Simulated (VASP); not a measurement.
Set up this calculation in VASP 6.6.1, as the native input.

```yaml
Task: single point
Functional: PBE
Potentials_or_basis: VASP PAW PBE potentials, release 64 (Si, C)
Cutoff: 520 eV
k_mesh: 9 × 5 × 1
Occupations: gaussian, width 0.05 eV
Spin: collinear spin
Starting_moments: "[0.0, 0.0, 0.0, 0.0, 2.0, 0.0, 0.0, 0.0, 0.0] μB"
Dipole_correction: yes
Further_INCAR_settings: ALGO = Normal; EDIFF = 1e-07; NBANDS = 32
```

The structure of Si5C4 lies in POSCAR:

```
Si5C4
1.0
    3.0920147377      0.0000000000      0.0000000000
    0.0000000000      5.0738209500      0.0000000000
    0.0000000000      0.0000000000     18.9686852044
Si C
5 4
Direct
    0.0000000000      0.9954360498      0.2108738669
    0.5000000000      0.4954360498      0.2579297257
    0.5000000000      0.9936729075      0.3565277077
    0.0000000000      0.4650510040      0.3853429996
    0.5000000000      0.9571536666      0.5016877277
    0.0000000000      0.6195639502      0.2108738669
    0.5000000000      0.1195639502      0.2579297257
    0.5000000000      0.6250368441      0.3569005348
    0.0000000000      0.1238203333      0.3937376325
```

One way to write it, as run:

INCAR

```
SYSTEM = Si5C4
PREC = Accurate
ENCUT = 520
EDIFF = 1E-7
ISMEAR = 0
SIGMA = 0.05
LREAL = .FALSE.
LASPH = .TRUE.
NELM = 150
ALGO = Normal
ISIF = 2
LWAVE = .FALSE.
LCHARG = .FALSE.
ISPIN = 2
MAGMOM = 0 0 0 0 2 0 0 0 0
LORBIT = 11
LDIPOL = .TRUE.
IDIPOL = 3
DIPOL = 0.5 0.5 0.326
GGA = PE
NBANDS = 32
```

KPOINTS

```
regular mesh
0
G
  9 5 1
  0 0 0
```

Potentials or basis: VASP PAW PBE potentials, release 64 (Si, C).

Launch:

```bash
$ cat potpaw_PBE.64/Si/POTCAR potpaw_PBE.64/C/POTCAR > POTCAR
$ mpirun -np 1 vasp_std > vasp.out
```

It gave:

| Property | Result |
| --- | --- |
| Largest force | 2.922 eV/Å |
| Net moment | 0.12 μB per cell |
| Site moments | Si +0.06, +0.01, -0.01; C -0.02, +0.00, -0.01, -0.00 μB |
| Valence electrons inside the program's atomic spheres | Si 1.62, 1.63, 1.68, 1.72, 1.47; C 2.39, 2.48, 2.54 |

Wall time 12 min on 1 thread of Intel(R) Xeon(R) 6975P-C (Granite Rapids), on a shared host, peak memory 0.57 GiB.
